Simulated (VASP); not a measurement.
Al: single point with PBE

Al:

```
CELL_PARAMETERS angstrom
5.08234 0.00000 0.00000
-2.54117 4.40143 0.00000
0.00000 0.00000 2.78694
ATOMIC_POSITIONS crystal
Al 0.50000 0.50000 0.33333
Al 0.50000 0.00000 0.00000
Al 0.00000 0.50000 0.66667
```

| Quantity | Value |
| --- | --- |
| Program | VASP 6.6.1 |
| Task | single point |
| Functional | PBE |
| Potentials or basis | VASP PAW PBE potentials, release 64 (Al) |
| Cutoff | 520 eV |
| k mesh | 12 × 12 × 16 |
| Occupations | gaussian, width 0.1 eV |
| Spin | no spin polarisation |

The pressure is 0.0 GPa.

Levels at points of the mesh, in eV from the Fermi level:
| k point | band 1 | band 2 | band 3 | band 4 | band 5 | band 6 | band 7 | band 8 | band 9 |
| --- | --- | --- | --- | --- | --- | --- | --- | --- | --- |
| (0.00, 0.00, 0.00) | -9.91 | -4.12 | -2.76 | -2.76 | -1.46 | -1.46 | 1.96 | 7.77 | 7.77 |
| (0.50, 0.00, 0.00) | -8.67 | -7.55 | -4.00 | -3.07 | 2.60 | 2.77 | 3.92 | 4.27 | 8.01 |
| (0.00, 0.00, 0.50) | -5.23 | -5.23 | 0.22 | 0.22 | 0.62 | 1.82 | 1.82 | 2.15 | 3.11 |
| (0.50, 0.00, 0.50) | -4.11 | -3.97 | -3.13 | -2.78 | 0.03 | 0.96 | 1.13 | 1.95 | 6.64 |

It took 35 s on 1 thread of Intel(R) Xeon(R) 6975P-C (Granite Rapids) (shared host), peak memory 0.24 GiB.
